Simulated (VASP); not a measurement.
Here is a VASP 6.6.1 calculation.

The input INCAR:

```
SYSTEM = Sc
PREC = Accurate
ENCUT = 520
EDIFF = 1E-6
ISMEAR = -1
SIGMA = 0.1
LREAL = .False.
LASPH = .True.
NELM = 100
ALGO = Normal
ISIF = 2
LWAVE = .False.
LCHARG = .False.
NBANDS = 18
```

File KPOINTS:

```
Automatic mesh
0
Gamma
  16 16 10
  0 0 0
```

The input POSCAR:

```
Sc
1.0
    3.0368972507      0.0000000000      0.0000000000
   -1.5184486253      2.6300301678      0.0000000000
    0.0000000000      0.0000000000      4.6988492837
Sc
2
Direct
    0.3333333333      0.6666666667      0.2500000000
    0.6666666667      0.3333333333      0.7500000000
```

Potentials or basis: VASP PAW LDA potentials, release 64 (Sc_sv).

Command:

```sh
$ cat potpaw_LDA.64/Sc_sv/POTCAR > POTCAR
$ mpirun -np 1 vasp_std > vasp.out
```

Problem. Estimate the band gap on the k mesh.

Solution. Zero (bands 11 and 12 overlap by 2.26 eV).

Problem. Predict the pressure.

Solution. 15.2 GPa.

Caveat: the cell stands under pressure.
